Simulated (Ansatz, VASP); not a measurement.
**CoO in VASP and in Ansatz**

The input POSCAR:

```
CoO
1.0
    1.6022198417      0.9250420569      2.5664708903
   -1.6022198417      0.9250420569      2.5664708903
    0.0000000000     -1.8500841138      2.5664708903
Co O
1 1
Direct
    0.9989783200      0.9989783200      0.9989783200
    0.7510210300      0.7510210300      0.7510210300
```

INCAR.step1

```
ALGO     = Normal         # electronic algorithm
EDIFF    = 1E-5           # SCF threshold, eV
ENCUT    = 520            # plane-wave cutoff, eV
GGA      = PE             # functional
ISIF     = 2              # what is computed and relaxed
ISMEAR   = -1             # smearing method
ISPIN    = 2              # spin polarisation
LASPH    = True           # aspherical terms in the spheres
LCHARG   = False          # write CHGCAR
LMAXMIX  = 4              # l up to which the mixer works
LORBIT   = 11             # projections on sites
LREAL    = False          # projectors in reciprocal space
LWAVE    = True           # write WAVECAR
MAGMOM   = 2 0            # initial moments
NBANDS   = 18             # bands
NELM     = 150            # most SCF steps
PREC     = Accurate       # precision mode
SIGMA    = 0.05           # smearing width, eV
```

INCAR.step2

```
AEXX     = 0.25           # exact-exchange fraction
ALGO     = Normal         # electronic algorithm
EDIFF    = 1E-6           # SCF threshold, eV
ENCUT    = 520            # plane-wave cutoff, eV
GGA      = PE             # functional
HFSCREEN = 0.3            # screening, 1/A
ISIF     = 2              # what is computed and relaxed
ISMEAR   = -1             # smearing method
ISPIN    = 2              # spin polarisation
ISTART   = 1            
LASPH    = True           # aspherical terms in the spheres
LCHARG   = False          # write CHGCAR
LHFCALC  = True           # exact exchange
LMAXMIX  = 4              # l up to which the mixer works
LORBIT   = 11             # projections on sites
LREAL    = False          # projectors in reciprocal space
LWAVE    = False          # write WAVECAR
MAGMOM   = 2 0            # initial moments
NBANDS   = 18             # bands
NELM     = 150            # most SCF steps
PREC     = Accurate       # precision mode
PRECFOCK = Normal       
SIGMA    = 0.05           # smearing width, eV
```

File KPOINTS:

```
k-points
0
Gamma
  5 5 5
```

input

```
crystal:
  lattice:
    - [1.6022198417, 0.9250420569, 2.5664708903]
    - [-1.6022198417, 0.9250420569, 2.5664708903]
    - [0.0, -1.8500841138, 2.5664708903]
  atoms:
    - { symbol: Co, position: [0.99897832, 0.99897832, 0.99897832], spin: 2.0 }
    - { symbol: O, position: [0.75102103, 0.75102103, 0.75102103] }
hamiltonian:
  xc: { exchange: pbe, correlation: pbe, exx: { coeff: 0.25, omega: 0.3 } }
  pseudopotentials: { kind: paw }
magnetization:
  spin_polarized: true
kpoints:
  mp_grid: { grid: [5, 5, 5] }
  band_path:
    path:
      - [[0.0, 0.0, 0.0], [0.5, 0.0, 0.0], [0.5, 0.2532748666, -0.2532748666]]
      - [[0.7467251334, 0.5, 0.2532748666], [0.5, 0.5, 0.5], [0.0, 0.0, 0.0], [0.3766374333, 0.0, -0.3766374333]]
      - [[0.6233625667, 0.3766374333, 0.0], [0.5, 0.5, 0.0], [0.6233625667, 0.6233625667, 0.2532748666], [0.5, 0.5, 0.5]]
      - [[0.5, 0.0, 0.0], [0.7467251334, 0.3766374333, 0.3766374333]]
    npoints: 4
scf:
  occupations: { method: fermi_dirac, width: 0.05 }
  n_extra_bands: 6
output:
  forces: true
  stress: true
  eigenvalues: true
  fatbands: false
```

Alike in both runs: functional PBE-based screened hybrid; k mesh 5 × 5 × 5; occupations fermi-dirac, width 0.05 eV; collinear spin.

|  | VASP | Ansatz |
| --- | --- | --- |
| version | VASP 6.6.1 | Ansatz 0.2.0 |
| potentials or method | VASP PAW PBE potentials, release 64 (Co, O) | Ansatz PAW |
| plane-wave cutoff (eV) | 520 | 420 |
| valence electrons in the cell | 15 | 23 |
| task | single point | band structure |

```tsv
	VASP	Ansatz	Ansatz less VASP
gap on the k mesh at the Fermi level (eV)	1.49	1.42	-0.067
least direct gap on the mesh (eV)	1.49	1.42	-0.067
pressure (GPa)	9.4	9.3	-0.12
traceless stress, the component that is largest in VASP (GPa)	5.05	5.05	-0.001
rms of the force components (eV/Å)	0.247	0.246	-0.0010
net moment per atom (μB)	1.50	1.50	+0.001
size of the moment on the site where the two differ most (μB)	2.67	2.47	-0.200
```

VASP's potentials were made for PBE, not for PBE-based screened hybrid. Site moments also hang on the region over which each program counts them. Atom by atom the forces differ by 0.001 eV/Å (rms over components). With one functional, cell and mesh, what is left measures potentials, basis and numerics. VASP's potentials hold 15 valence electrons a cell and Ansatz's 23, so a difference there can come from the potentials and not from the codes.

The k mesh is coarse, so the values compare programs but aren't converged. Noted on Ansatz's run: the magnetic or orbital state may not be the lowest.
